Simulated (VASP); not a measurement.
A run of VASP 6.6.1 is set up as follows.

File INCAR:

```
  AGGAC = 1.0
  AGGAX = 1.0
  ALDAC = 0.0
  ALDAX = 1.0
  ALGO = Normal
  EDIFF = 1E-7
  ENCUT = 520
  GGA = B5
  ISIF = 2
  ISMEAR = -1
  IVDW = 13
  LASPH = T
  LCHARG = F
  LREAL = F
  LWAVE = F
  NBANDS = 12
  NELM = 80
  PREC = Accurate
  SIGMA = 0.05
  VDW_A1 = 0.44488865
  VDW_A2 = 4.0933009
  VDW_S6 = 1.0
  VDW_S8 = 2.34076671
```

File KPOINTS:

```
k-points
0
Gamma
  12 12 12
```

Contents of POSCAR:

```
Zn
1.0
   -1.5676180956      1.5676180956      1.5676180956
    1.5676180956     -1.5676180956      1.5676180956
    1.5676180956      1.5676180956     -1.5676180956
Zn
1
Direct
    0.0000000000      0.0000000000      0.0000000000
```

Potentials or basis: VASP PAW PBE potentials, release 64 (Zn).

The run is started by

```console
$ cat potpaw_PBE.64/Zn/POTCAR > POTCAR
$ mpirun -np 1 vasp_std > vasp.out
```

Problem. Estimate the dispersion energy per atom.

Solution. -0.603 eV.

Problem. Estimate the pressure.

Solution. 0.3 GPa.

Caveat: the PAW data sets were made with another functional, which shifts forces and pressure a little; pairwise dispersion overbinds metals, which lowers pressure and volume.
